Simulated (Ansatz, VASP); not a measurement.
## NaCl in VASP and in Ansatz

File POSCAR:

```
NaCl
1.0
    3.5021900000      0.0000000000      0.0000000000
    0.0000000000      3.5021900000      0.0000000000
    0.0000000000      0.0000000000      3.5021900000
Cl Na
1 1
Direct
    0.5000000000      0.5000000000      0.5000000000
    0.0000000000      0.0000000000      0.0000000000
```

INCAR.step1

```
SYSTEM = NaCl
  ALGO = Normal
  EDIFF = 1E-5
  ENCUT = 600
  GGA = PE
  ISMEAR = -1
  LASPH = .True.
  LCHARG = .False.
  LREAL = .False.
  LWAVE = .True.
  NBANDS = 14
  NELM = 60
  PREC = Accurate
  SIGMA = 0.05
```

The input INCAR.step2:

```
SYSTEM = NaCl
  AEXX = 0.25
  ALGO = Normal
  EDIFF = 1E-7
  EDIFFG = -0.01
  ENCUT = 600
  GGA = PS
  HFSCREEN = 0.207
  IBRION = 2
  ISIF = 3
  ISMEAR = -1
  ISTART = 1
  LASPH = .True.
  LCHARG = .False.
  LHFCALC = .True.
  LREAL = .False.
  LWAVE = .False.
  NELM = 60
  NSW = 60
  PREC = Accurate
  PRECFOCK = Normal
  SIGMA = 0.05
```

File KPOINTS:

```
k-points
0
Gamma
  4 4 4
  0 0 0
```

File input.yaml:

```yaml
crystal:
  lattice:
    - [3.50219, 0.0, 0.0]
    - [0.0, 3.50219, 0.0]
    - [0.0, 0.0, 3.50219]
  atoms:
    - { symbol: Cl, position: [0.5, 0.5, 0.5] }
    - { symbol: Na, position: [0.0, 0.0, 0.0] }
hamiltonian:
  xc:
    exchange: hjs_pbesol
    correlation: pbesol
    exx: { coeff: 0.25, omega: 0.207 }
  pseudopotentials: { kind: paw }
kpoints:
  mp_grid: { grid: [4, 4, 4] }
scf:
  occupations: { method: fermi_dirac, width: 0.05 }
output:
  forces: true
  stress: true
relax:
  f_tol: 0.01
  max_steps: 40
  cell: { stress_tol: 0.05 }
```

Alike in both runs: task relaxation of cell and atoms; functional PBEsol-based screened hybrid with a share of 0.25 of exact exchange and HFSCREEN = 0.207; k mesh 4 × 4 × 4; occupations fermi-dirac, width 0.05 eV; no spin polarisation.

|  | VASP | Ansatz |
| --- | --- | --- |
| version | VASP 6.6.1 | Ansatz 0.2.0 |
| potentials or method | VASP PAW PBE potentials, release 64 (Cl, Na_pv) | Ansatz PAW |
| plane-wave cutoff (eV) | 600 | 420 |
| valence electrons in the cell | 14 | 16 |

Ansatz gave:

* gap on the k mesh at the Fermi level, each at its own relaxed structure (eV): 5.36
* relaxed volume (Å³/atom): 20.38
* relaxed length of the cell vector where the two differ most in proportion (Å): 3.442

**Question.** Which values does VASP return?

**Answer.** gap on the k mesh at the Fermi level, each at its own relaxed structure (eV): 5.34; relaxed volume (Å³/atom): 20.42; relaxed length of the cell vector where the two differ most in proportion (Å): 3.444.

VASP's potentials were made for PBE, not for PBEsol-based screened hybrid. VASP's potentials hold 14 valence electrons a cell and Ansatz's 16, so a difference there can come from the potentials and not from the codes.

The k mesh is coarse, so the values compare programs but aren't converged. Noted on Ansatz's run: the plane-wave basis is chosen anew once the cell has moved, so the energies of steps on either side of that aren't comparable.
